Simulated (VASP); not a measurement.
# Rb (Im-3m) in VASP: further runs

Rb is run at these levels: LDA; tasks: single point, relaxation of cell and atoms.

Program: VASP 6.6.1. These are calculated values, not measurements. Logs are shortened: lines on timing, memory, paths and dates and some standing lists are left out, and cuts for length are marked.

## Step 1: The cell of the first run

It takes space group Im-3m (No. 229, cubic). Conventional cell: a = 5.396 Å, b = 5.396 Å, c = 5.396 Å, α = 90.00°, β = 90.00°, γ = 90.00°.

## Step 2: Single point, LDA

File INCAR:

```
SYSTEM = Rb
PREC     = Accurate       ! precision mode
ENCUT    = 520            ! plane-wave cutoff, eV
EDIFF    = 1E-6           ! SCF threshold, eV
ISMEAR   = 0              ! smearing method
SIGMA    = 0.05           ! smearing width, eV
LREAL    = .FALSE.        ! projectors in reciprocal space
LASPH    = .TRUE.         ! aspherical terms in the spheres
NELM     = 60             ! most SCF steps
ALGO     = Normal         ! electronic algorithm
ISIF     = 2              ! what is computed and relaxed
LWAVE    = .FALSE.        ! write WAVECAR
LCHARG   = .FALSE.        ! write CHGCAR
NBANDS   = 10             ! bands
```

File KPOINTS:

```
Automatic mesh
0
G
  6 6 6
  0 0 0
```

File POSCAR:

```
Rb
1.0
   -2.6977844113      2.6977844113      2.6977844113
    2.6977844113     -2.6977844113      2.6977844113
    2.6977844113      2.6977844113     -2.6977844113
Rb
1
Direct
    0.0000000000      0.0000000000      0.0000000000
```

Potentials or basis: VASP PAW LDA potentials, release 64 (Rb_sv).

Run with:

```
$ cat potpaw_LDA.64/Rb_sv/POTCAR > POTCAR
$ mpirun -np 1 vasp_std > vasp.out
```

OUTCAR:

```text
SYSTEM = Rb
   PREC = Accurate
   ENCUT = 520
   EDIFF = 1E-6
   ISMEAR = 0
   LREAL = .FALSE.
   LASPH = .TRUE.
   NELM = 60
   ISIF = 2

 ion  position               nearest neighbor table
   1  0.000  0.000  0.000-

  LATTYP: Found a body centered cubic cell.
 ALAT       =     5.3955688226

  Lattice vectors:

 A1 = (  -2.6977844113,   2.6977844113,   2.6977844113)
 A2 = (   2.6977844113,  -2.6977844113,   2.6977844113)
 A3 = (   2.6977844113,   2.6977844113,  -2.6977844113)

Analysis of symmetry for initial positions (statically):
=====================================================================
 Subroutine PRICEL returns:
 Original cell was already a primitive cell.

 Routine SETGRP: Setting up the symmetry group for a
 body centered cubic supercell.

 Subroutine GETGRP returns: Found 48 space group operations
 (whereof 48 operations were pure point group operations)
 out of a pool of 48 trial point group operations.

The static configuration has the point symmetry O_h .

Analysis of symmetry for dynamics (positions and initial velocities):
=====================================================================
 Subroutine PRICEL returns:
 Original cell was already a primitive cell.

 Routine SETGRP: Setting up the symmetry group for a
 body centered cubic supercell.

 Subroutine GETGRP returns: Found 48 space group operations
 (whereof 48 operations were pure point group operations)
 out of a pool of 48 trial point group operations.

The dynamic configuration has the point symmetry O_h .

 Subroutine INISYM returns: Found 48 space group operations
 (whereof 48 operations are pure point group operations),
 and found     1 'primitive' translations

----------------------------------------------------------------------------------------

                                     Primitive cell

  volume of cell :      78.5383

  direct lattice vectors                    reciprocal lattice vectors
    -2.697784411  2.697784411  2.697784411     0.000000000  0.185337271  0.185337271
     2.697784411 -2.697784411  2.697784411     0.185337271  0.000000000  0.185337271
     2.697784411  2.697784411 -2.697784411     0.185337271  0.185337271  0.000000000

  length of vectors
     4.672699668  4.672699668  4.672699668     0.262106482  0.262106482  0.262106482

  position of ions in fractional coordinates (direct lattice)
     0.000000000  0.000000000  0.000000000

  ion indices of the primitive-cell ions
   primitive index   ion index
                 1           1

----------------------------------------------------------------------------------------

 KPOINTS: Automatic mesh

Automatic generation of k-mesh.
 Grid dimensions read from file:
 generate k-points for:    6    6    6

 Generating k-lattice:

  Cartesian coordinates                     Fractional coordinates (reciprocal lattice)
     0.000000000  0.030889545  0.030889545     0.166666667  0.000000000  0.000000000
     0.030889545  0.000000000  0.030889545     0.000000000  0.166666667  0.000000000
     0.030889545  0.030889545  0.000000000     0.000000000  0.000000000  0.166666667

  Length of vectors
     0.043684414  0.043684414  0.043684414

  Shift w.r.t. Gamma in fractional coordinates (k-lattice)
     0.000000000  0.000000000  0.000000000

 Subroutine IBZKPT returns following result:
 ===========================================

 Found     16 irreducible k-points:

 Following reciprocal coordinates:
            Coordinates               Weight
  0.000000  0.000000  0.000000      1.000000
  0.166667  0.000000  0.000000     12.000000
  0.333333  0.000000  0.000000     12.000000
  0.500000  0.000000  0.000000      6.000000
  0.166667  0.166667  0.000000     24.000000
  0.333333  0.166667  0.000000     48.000000
[... 8 lines left out ...]
  0.500000  0.500000  0.333333     12.000000
  0.500000  0.500000  0.500000      1.000000
   k-points           NKPTS =     16   k-points in BZ     NKDIM =     16   number of bands    NBANDS=     10
   number of dos      NEDOS =    301   number of ions     NIONS =      1
   total plane-waves  NPLWV =  46656
   dimension x,y,z NGX =    36 NGY =   36 NGZ =   36
   dimension x,y,z NGXF=    72 NGYF=   72 NGZF=   72
   ions per type =               1
   NGX,Y,Z   is equivalent  to a cutoff of  12.81, 12.81, 12.81 a.u.
   NGXF,Y,Z  is equivalent  to a cutoff of  25.62, 25.62, 25.62 a.u.
 SYSTEM =  Rb
   PREC   = accura    normal or accurate (medium, high low for compatibility)
   ISTART =      0    job   : 0-new  1-cont  2-samecut
   ICHARG =      2    charge: 1-file 2-atom 10-const
   ISPIN  =      1    spin polarized calculation?
   LNONCOLLINEAR =      F non collinear calculations
   LSORBIT =      F    spin-orbit coupling
   LASPH  =      T    aspherical Exc in radial PAW
   ENCUT  =  520.0 eV  38.22 Ry    6.18 a.u.   8.69  8.69  8.69*2*pi/ulx,y,z
   NELM   =     60;   NELMIN=  2; NELMDL= -5     # of ELM steps
   EDIFF  = 0.1E-05   stopping-criterion for ELM
   LREAL  =      F    real-space projection
   EDIFFG = 0.1E-04   stopping-criterion for IOM
   NSW    =      0    number of steps for IOM
   IBRION =     -1    ionic relax: 0-MD 1-quasi-New 2-CG
   NFREE  =      0    steps in history (QN), initial steepest desc. (CG)
   ISIF   =      2    stress and relaxation
   ISYM   =      2    0-nonsym 1-usesym 2-fastsym
   POTIM  = 0.5000    time-step for ionic-motion
   TEBEG  =    0.0;   TEEND  =   0.0 temperature during run
   PSTRESS=    0.0 pullay stress
   NELECT =       9.0000    total number of electrons
   NUPDOWN=      -1.0000    fix difference up-down
   EMIN   =  10.00;   EMAX   =-10.00  energy-range for DOS
   EFERMI =   0.00;   METHOD = LEGACY
   ISMEAR =     0;   SIGMA  =   0.05  broadening in eV -4-tet -1-fermi 0-gaus
   EFERMI_NEDOS =   21; number of points for ismear=-14 and -15
   IALGO  =     38    algorithm
   IMIX   =      4    mixing-type and parameters
     AMIX     =   0.40;   BMIX     =  1.00
     AMIX_MAG =   1.60;   BMIX_MAG =  1.00
  volume/ion in A,a.u.               =      78.54       530.00
  Fermi-wavevector in a.u.,A,eV,Ry     =   0.795173  1.502660  8.602971  0.632301
  Thomas-Fermi vector in A             =   1.901449
   LORBIT       =      0    0 simple, 1 ext, 2 COOP (PROOUT), +10 PAW based schemes
   GGA     = CA    functional components
   LHFCALC =     F    Hartree Fock is set to
   AEXX    =    0.0000 exact exchange contribution
   IVDW    =     0    specifies the selected vdW correction
   LEPSILON=     F    determine dielectric tensor
   LRPA    =     F    only Hartree local field effects (RPA)
 non-spin polarized calculation
 Gauss-broadening in eV      SIGMA  =   0.05
  energy-cutoff  :      520.00
  volume of cell :       78.54
 maximum number of plane-waves:      2136
   NGX = 17   NGY = 17   NGZ = 17

 number of electron       9.0000000 magnetization

 Free energy of the ion-electron system (eV)
  ---------------------------------------------------
  ext. energy  EPLUGINS =         0.00000000
  ---------------------------------------------------
  free energy    TOTEN  =        -1.04034666 eV

  energy without entropy =       -1.03415471  energy(sigma->0) =       -1.03725068

 E-fermi :   0.1528     XC(G=0):  -6.0663

 val. band max:       -0.0657611161   @ k =   0.1667   0.1667   0.1667
 cond. band min:       0.1584099007   @ k =   0.3333   0.1667   0.0000
 fundamental gap:      0.2241710168
 Fermi energy:         0.1528477479

 k-point     1 :       0.0000    0.0000    0.0000
  band No.  band energies     occupation
      1     -28.5905      2.00000
      2     -12.6713      2.00000
      3     -12.6713      2.00000
      4     -12.6713      2.00000
      5      -2.0550      2.00000
      6       3.8393      0.00000
      7       3.8393      0.00000
      8       3.8393      0.00000
      9       4.9283      0.00000
     10       4.9283      0.00000

 k-point     2 :       0.1667    0.0000    0.0000
  band No.  band energies     occupation
      1     -28.5883      2.00000
      2     -12.7134      2.00000
      3     -12.6847      2.00000
      4     -12.6714      2.00000
      5      -1.6826      2.00000
      6       3.2712      0.00000
      7       3.4399      0.00000
      8       4.2003      0.00000
      9       4.6311      0.00000
     10       4.8567      0.00000

 k-point     3 :       0.3333    0.0000    0.0000
  band No.  band energies     occupation
      1     -28.5839      2.00000
      2     -12.7950      2.00000
      3     -12.7113      2.00000
      4     -12.6716      2.00000
      5      -0.6918      2.00000
      6       2.0314      0.00000
      7       2.8877      0.00000
      8       4.7880      0.00000
      9       5.0050      0.00000
     10       5.2359      0.00000

 k-point     4 :       0.5000    0.0000    0.0000
  band No.  band energies     occupation
      1     -28.5817      2.00000
      2     -12.8345      2.00000
      3     -12.7245      2.00000
      4     -12.6718      2.00000
      5       0.2937      0.00007
      6       1.0930      0.00000
      7       2.6736      0.00000
      8       4.5983      0.00000
      9       5.5786      0.00000
     10       5.7728      0.00000
[... 118 lines left out ...]
 k-point    14 :      -0.3333    0.3333    0.3333
  band No.  band energies     occupation
      1     -28.5784      2.00000
      2     -12.7787      2.00000
      3     -12.7562      2.00000
      4     -12.7562      2.00000
      5       0.4282      0.00000
      6       1.8203      0.00000
      7       3.3876      0.00000
      8       3.3876      0.00000
      9       3.7792      0.00000
     10       5.4859      0.00000

 k-point    15 :       0.5000    0.5000    0.3333
  band No.  band energies     occupation
      1     -28.5766      2.00000
      2     -12.7984      2.00000
      3     -12.7710      2.00000
      4     -12.7583      2.00000
      5       1.2138      0.00000
      6       1.3093      0.00000
      7       2.9029      0.00000
      8       3.4649      0.00000
      9       4.2227      0.00000
     10       6.2061      0.00000

 k-point    16 :       0.5000    0.5000    0.5000
  band No.  band energies     occupation
      1     -28.5749      2.00000
      2     -12.7862      2.00000
      3     -12.7862      2.00000
      4     -12.7862      2.00000
      5       1.2936      0.00000
      6       1.2936      0.00000
      7       3.7808      0.00000
      8       3.7808      0.00000
      9       3.7808      0.00000
     10       5.5804      0.00000

------------------------ aborting loop because EDIFF is reached ----------------------------------------

  FORCE on cell =-STRESS in cart. coord.  units (eV):
  Direction    XX          YY          ZZ          XY          YZ          ZX
  --------------------------------------------------------------------------------------
  -------------------------------------------------------------------------------------
  Total       -0.0068972     -0.0068972     -0.0068972      0.0000000      0.0000000     -0.0000000
  in kB       -0.1407028     -0.1407028     -0.1407028      0.0000000      0.0000000     -0.0000000
  external PRESSURE =      -0.1407028 kB  Pullay stress =       0.0000000 kB

 VOLUME and BASIS-vectors are now :
 -----------------------------------------------------------------------------
  energy-cutoff  :      520.00
  volume of cell :       78.54
      direct lattice vectors                 reciprocal lattice vectors
    -2.697784411  2.697784411  2.697784411     0.000000000  0.185337271  0.185337271
     2.697784411 -2.697784411  2.697784411     0.185337271  0.000000000  0.185337271
     2.697784411  2.697784411 -2.697784411     0.185337271  0.185337271  0.000000000

 POSITION                                       TOTAL-FORCE (eV/Angst)
 -----------------------------------------------------------------------------------
      0.00000      0.00000      0.00000        -0.000000      0.000000     -0.000000
 -----------------------------------------------------------------------------------
    total drift:                               -0.000000      0.000000      0.000000

  FREE ENERGIE OF THE ION-ELECTRON SYSTEM (eV)
  ---------------------------------------------------
  free  energy   TOTEN  =        -1.0403466618 eV

  energy  without entropy=       -1.0341547064  energy(sigma->0) =       -1.03725068
```

It took 4.3 s on 1 thread of Intel Xeon 6975P-C (Granite Rapids), shared host; peak memory 0.16 GiB.

What came out:

| Quantity | Value |
| --- | --- |
| Free energy | -1.0403 eV |
| Pressure | 0.0 GPa |

## Step 3: Relaxation of cell and atoms, LDA

This run uses another cell than the first one, of 88.04 Å³/atom, 1.121 times its volume.

File INCAR:

```
SYSTEM = Rb
PREC = Accurate ; ENCUT = 600
EDIFF = 1E-6 ; ISMEAR = 0
SIGMA = 0.05 ; LREAL = .False.
LASPH = .True. ; NELM = 100
ALGO = Normal ; ISIF = 3
LWAVE = .False. ; LCHARG = .False.
IBRION = 2 ; NSW = 80
EDIFFG = -0.02
```

File KPOINTS:

```
Automatic mesh
0
Gamma
  6 6 6
  0 0 0
```

File POSCAR:

```
Rb
1.0
   -2.8025000000      2.8025000000      2.8025000000
    2.8025000000     -2.8025000000      2.8025000000
    2.8025000000      2.8025000000     -2.8025000000
Rb
1
Direct
    0.0000000000      0.0000000000      0.0000000000
```

Potentials or basis: VASP PAW LDA potentials, release 64 (Rb_sv).

Run with:

```
$ cat potpaw_LDA.64/Rb_sv/POTCAR > POTCAR
$ mpirun -np 1 vasp_std > vasp.out
```

OUTCAR:

```text
SYSTEM = Rb
   PREC = Accurate
   ENCUT = 600
   EDIFF = 1E-6
   ISMEAR = 0
   LREAL = .False.
   LASPH = .True.
   NELM = 100
   ISIF = 3
   IBRION = 2
   NSW = 80
   EDIFFG = -0.02

 ion  position               nearest neighbor table
   1  0.000  0.000  0.000-

  LATTYP: Found a body centered cubic cell.
 ALAT       =     5.6050000000

  Lattice vectors:

 A1 = (  -2.8025000000,   2.8025000000,   2.8025000000)
 A2 = (   2.8025000000,  -2.8025000000,   2.8025000000)
 A3 = (   2.8025000000,   2.8025000000,  -2.8025000000)

Analysis of symmetry for initial positions (statically):
=====================================================================
 Subroutine PRICEL returns:
 Original cell was already a primitive cell.

 Routine SETGRP: Setting up the symmetry group for a
 body centered cubic supercell.

 Subroutine GETGRP returns: Found 48 space group operations
 (whereof 48 operations were pure point group operations)
 out of a pool of 48 trial point group operations.

The static configuration has the point symmetry O_h .

Analysis of symmetry for dynamics (positions and initial velocities):
=====================================================================
 Subroutine PRICEL returns:
 Original cell was already a primitive cell.

 Routine SETGRP: Setting up the symmetry group for a
 body centered cubic supercell.

 Subroutine GETGRP returns: Found 48 space group operations
[... 149 lines left out ...]
  Total       -0.1836642     -0.1836642     -0.1836642     -0.0000000      0.0000000     -0.0000000
  in kB       -3.3422442     -3.3422442     -3.3422442     -0.0000000      0.0000000     -0.0000000
  external PRESSURE =      -3.3422442 kB  Pullay stress =       0.0000000 kB
[... 22 lines left out ...]
--------------------------------------- Ionic step        2  -------------------------------------------

 number of electron       9.0000000 magnetization

 E-fermi :  -0.0587     XC(G=0):  -5.8317

 val. band max:       -0.2788620674   @ k =   0.1667   0.1667   0.1667
 cond. band min:      -0.0531690393   @ k =   0.3333   0.1667  -0.0000
 fundamental gap:      0.2256930281
 Fermi energy:        -0.0587308178

 k-point     1 :       0.0000    0.0000    0.0000
  band No.  band energies     occupation
      1     -28.8397      2.00000
      2     -12.9336      2.00000
      3     -12.9336      2.00000
      4     -12.9336      2.00000
      5      -2.1408      2.00000
      6       3.5551      0.00000
      7       3.5551      0.00000
      8       3.5551      0.00000
[... 232 lines left out ...]
--------------------------------------- Ionic step        4  -------------------------------------------

 number of electron       9.0000000 magnetization

 Free energy of the ion-electron system (eV)
  ---------------------------------------------------
  ext. energy  EPLUGINS =         0.00000000
  ---------------------------------------------------
  free energy    TOTEN  =        -1.04039448 eV

  energy without entropy =       -1.03420257  energy(sigma->0) =       -1.03729853

 E-fermi :   0.1440     XC(G=0):  -6.0568

 val. band max:       -0.0747334802   @ k =   0.1667   0.1667   0.1667
 cond. band min:       0.1495943459   @ k =   0.3333   0.1667  -0.0000
 fundamental gap:      0.2243278261
 Fermi energy:         0.1440322537

 k-point     1 :       0.0000    0.0000    0.0000
  band No.  band energies     occupation
      1     -28.6003      2.00000
      2     -12.6817      2.00000
      3     -12.6817      2.00000
      4     -12.6817      2.00000
      5      -2.0588      2.00000
      6       3.8278      0.00000
      7       3.8278      0.00000
      8       3.8278      0.00000
[... 191 lines left out ...]
  FREE ENERGIE OF THE ION-ELECTRON SYSTEM (eV)
  ---------------------------------------------------
  free  energy   TOTEN  =        -1.0403944843 eV

  energy  without entropy=       -1.0342025699  energy(sigma->0) =       -1.03729853

 reached required accuracy - stopping structural energy minimisation
```

Run time: 17 s. Hardware: 1 thread of Intel Xeon 6975P-C (Granite Rapids), shared host; peak memory 0.2 GiB.

What came out:

- Free energy: -1.0404 eV
- Relaxed volume: 78.81 Å³/atom
- Relaxed cell: a = 4.678 Å, b = 4.678 Å, c = 4.678 Å, α = 109.47°, β = 109.47°, γ = 109.47°
- Space group after relaxing (to 0.05 Å): Im-3m (No. 229)
- Energy gained by relaxing: 11.2 meV/atom
- Ionic steps: 4
- Pressure after relaxing: 0.0 GPa

The path:
```tsv
step	energy change (eV)	largest force (eV/Å)	pressure (GPa)	volume (Å³)
1	0.0000	0.0000	-0.33	88.04
2	-0.0044	0.0000	-0.27	85.72
3	-0.0108	0.0000	-0.06	80.10
4	-0.0112	0.0000	-0.03	78.81
```

Final structure:
```
CELL_PARAMETERS angstrom
-2.70090 2.70090 2.70090
2.70090 -2.70090 2.70090
2.70090 2.70090 -2.70090
ATOMIC_POSITIONS crystal
Rb 0.00000 0.00000 0.00000
```

Levels at points of the mesh, in eV from the Fermi level:
```tsv
k point	band 1	band 2	band 3	band 4	band 5	band 6	band 7	band 8
(0.00, 0.00, 0.00)	-28.74	-12.83	-12.83	-12.83	-2.20	3.68	3.68	3.68
(0.50, 0.00, 0.00)	-28.74	-12.99	-12.88	-12.83	0.14	0.94	2.52	4.44
(0.50, 0.50, 0.50)	-28.73	-12.94	-12.94	-12.94	1.14	1.14	3.62	3.62
```

Caveat: the volume moved by -10 % from the deposited cell, more than functionals usually miss. Zero-point motion and thermal expansion aren't in these numbers.
